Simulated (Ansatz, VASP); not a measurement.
Fe2Pt: VASP beside Ansatz

```
Pt Fe
1.0
     2.63494    0.00000    0.00000
    -1.31747    2.28192    0.00000
     0.00000    0.00000    6.31842
Pt Fe
1 2
Cartesian
  0.0000 0.0000 0.0000
  1.3175 0.7606 2.2459
  0.0000 1.5213 4.0725
```

Alike in both runs: task single point; functional PBE; k mesh 12 × 12 × 5; occupations fermi-dirac, width 0.05 eV; collinear spin.

|  | VASP | Ansatz |
| --- | --- | --- |
| version | VASP 6.6.1 | Ansatz 0.2.0 |
| potentials or method | VASP PAW PBE potentials, release 64 (Pt, Fe) | Ansatz PAW |
| plane-wave cutoff (eV) | 520 | 420 |
| valence electrons in the cell | 26 | 50 |

|  | VASP | Ansatz | Ansatz less VASP |
| --- | --- | --- | --- |
| gap on the k mesh at the Fermi level (eV) | none | none | - |
| pressure (GPa) | 15.8 | 16.4 | +0.55 |
| traceless stress, the component that is largest in VASP (GPa) | -10.04 | -10.19 | -0.153 |
| rms of the force components (eV/Å) | 0.356 | 0.371 | +0.0148 |
| net moment per atom (μB) | 1.86 | 1.86 | +0.001 |
| size of the moment on the site where the two differ most (μB) | 0.22 | 0.25 | +0.032 |

Site moments also hang on the region over which each program counts them. Atom by atom the forces differ by 0.015 eV/Å (rms over components). A gap of «none» marks a metal or a gap that the smearing closes. VASP's potentials hold 26 valence electrons a cell and Ansatz's 50, so a difference there can come from the potentials and not from the codes.

Neither program's run includes spin-orbit coupling.
